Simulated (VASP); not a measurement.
A run of VASP 6.6.1 is set up as follows.

The input INCAR:

```
ALGO     = Normal         # electronic algorithm
EDIFF    = 1E-7           # SCF threshold, eV
ENCUT    = 520            # plane-wave cutoff, eV
GGA      = PE             # functional
ISIF     = 2              # what is computed and relaxed
ISMEAR   = -1             # smearing method
ISPIN    = 2              # spin polarisation
LASPH    = True           # aspherical terms in the spheres
LCHARG   = False          # write CHGCAR
LMAXMIX  = 4              # l up to which the mixer works
LORBIT   = 11             # projections on sites
LREAL    = False          # projectors in reciprocal space
LWAVE    = False          # write WAVECAR
MAGMOM   = -0.9 2.5       # initial moments
NBANDS   = 23             # bands
NELM     = 150            # most SCF steps
NUPDOWN  = 1.6            # fixed moment
PREC     = Accurate       # precision mode
SIGMA    = 0.05           # smearing width, eV
```

Contents of KPOINTS:

```
k-points
0
Gamma
  11 11 11
```

File POSCAR:

```
Cr
1.0
    2.9688993551      0.0000000000      0.0000000000
    0.0000000000      2.9688993551      0.0000000000
    0.0000000000      0.0000000000      2.9688993551
Cr
2
Direct
    0.0000000000      0.0000000000      0.0000000000
    0.5000000000      0.5000000000      0.5000000000
```

Potentials or basis: VASP PAW PBE potentials, release 64 (Cr_pv).

The run is started by

```sh
$ cat potpaw_PBE.64/Cr_pv/POTCAR > POTCAR
$ mpirun -np 1 vasp_std > vasp.out
```

Problem. What does it give for the pressure?

Solution. -19.7 GPa.

Caveat: the cell stands under tension; the total moment is fixed, so each spin has its own Fermi level.
